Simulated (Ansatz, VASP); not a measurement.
One calculation of ZnS, two programs

```
Zn S
1.0
     2.67495    2.67495    0.00000
    -2.67495    2.67495    0.00000
     0.00000    2.67495    2.61559
Zn S
1 1
Direct
  0.75000 0.25000 0.50000
  0.00000 0.00000 0.00000
```

Change from the starting cell: film at in-plane strain +0.01.

Alike in both runs: task single point; functional LDA; k mesh 8 × 8 × 8; no spin polarisation.

|  | VASP | Ansatz |
| --- | --- | --- |
| version | VASP 6.6.1 | Ansatz 0.2.0 |
| potentials or method | VASP PAW LDA potentials, release 64 (Zn, S), cutoff 520 eV | all-electron LAPW, scalar-relativistic |
| occupations | gaussian, width 0.01 eV | fixed |

|  | VASP | Ansatz | Ansatz less VASP |
| --- | --- | --- | --- |
| gap on the k mesh at the Fermi level (eV) | 2.07 | 2.04 | -0.033 |
| pressure (GPa) | -0.4 | -0.6 | -0.21 |
| traceless stress, the component that is largest in VASP (GPa) | 0.65 | 0.65 | +0.002 |

LDA's correlation is that of Perdew and Zunger in VASP and of Perdew and Wang (1992) in Ansatz. Ansatz ran all-electron here, and VASP with PAW potentials.
